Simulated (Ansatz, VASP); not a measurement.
# Ba2Hf2O in VASP and in Ansatz

```
Ba Hf O
1.0
     5.15609    0.00000    0.00000
    -2.57805    4.46530    0.00000
     0.00000    0.00000    6.64548
Ba Hf O
2 2 1
Direct
  0.33333 0.66667 0.50000
  0.66667 0.33333 0.50000
  0.33333 0.66667 0.00000
  0.66667 0.33333 0.00000
  0.00000 0.00000 0.50000
```

Alike in both runs: functional PBE; k mesh 12 × 12 × 6; occupations gaussian, width 0.1 eV; no spin polarisation.

Ansatz relaxed the structure, and its values are those at the end. VASP's run is a single point on that final structure, the one shown.

|  | VASP | Ansatz |
| --- | --- | --- |
| version | VASP 6.6.1 | Ansatz 0.2.0 |
| potentials or method | VASP PAW PBE potentials, release 64 (Ba_sv, Hf_pv, O), cutoff 520 eV | scalar-relativistic, plane waves, PAW |
| valence electrons in the cell | 46 | 78 |

```tsv
	VASP	Ansatz	Ansatz less VASP
gap on the k mesh at the Fermi level (eV)	none	none	-
pressure (GPa)	1.2	0.0	-1.14
```

A gap of «none» marks a metal or a gap that the smearing closes. The functional is the same, so the differences come from potentials, cutoffs and numerics. VASP's potentials hold 46 valence electrons a cell and Ansatz's 78, so a difference there can come from the potentials and not from the codes.

Spin-orbit coupling is off throughout.
